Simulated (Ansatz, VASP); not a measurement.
Two plane-wave programs on SiC

Contents of INCAR:

```
PREC = Accurate ; ENCUT = 520
EDIFF = 1E-7 ; ISMEAR = 0
SIGMA = 0.05 ; LREAL = False
LASPH = True ; NELM = 80
ALGO = Normal ; ISIF = 2
LWAVE = False ; LCHARG = False
GGA = PE ; NBANDS = 11
```

The input KPOINTS:

```
regular mesh
0
Gamma
  12 12 12
```

Contents of POSCAR:

```
SiC
1.0
    0.0000000000      2.1740000000      2.1740000000
    2.1740000000      0.0000000000      2.1740000000
    2.1740000000      2.1740000000      0.0000000000
Si C
1 1
Direct
    0.0034072643      0.0034072643      0.0034072643
    0.7420328850      0.7420328850      0.7420328850
```

Input for Ansatz:

```yaml
crystal:
  lattice:
    - [0.0, 2.174, 2.174]
    - [2.174, 0.0, 2.174]
    - [2.174, 2.174, 0.0]
  atoms:
    - { symbol: Si, position: [0.0034072643, 0.0034072643, 0.0034072643] }
    - { symbol: C, position: [0.742032885, 0.742032885, 0.742032885] }
basis:
  ecutwfc: 420
kpoints:
  mp_grid: { grid: [12, 12, 12] }
hamiltonian:
  xc: pbe
scf:
  occupations: { method: gaussian, width: 0.05 }
output:
  forces: true
  stress: true
  eigenvalues: true
  write_density: true
  write_potential: true
  elf: true
  volumetric_format: npy
```

Change from the starting cell: mode 4 (793.9 1/cm) frozen in, largest displacement -0.060 Å.

Alike in both runs: task single point; functional PBE; k mesh 12 × 12 × 12; occupations gaussian, width 0.05 eV; no spin polarisation.

```csv
,VASP,Ansatz
version,VASP 6.6.1,Ansatz 0.2.0
potentials or method,"VASP PAW PBE potentials, release 64 (Si, C), cutoff 520 eV","scalar-relativistic, plane waves, PAW"
valence electrons in the cell,8,8
```

|  | VASP | Ansatz | Ansatz less VASP |
| --- | --- | --- | --- |
| gap on the k mesh at the Fermi level (eV) | 0.89 | 0.89 | +0.003 |
| least direct gap on the mesh (eV) | 4.39 | 4.39 | +0.003 |
| pressure (GPa) | 5.5 | 5.6 | +0.07 |
| traceless stress, the component that is largest in VASP (GPa) | -2.67 | -2.68 | -0.005 |
| rms of the force components (eV/Å) | 0.802 | 0.802 | 0.0000 |

Atom by atom the forces differ by 0.000 eV/Å (rms over components).
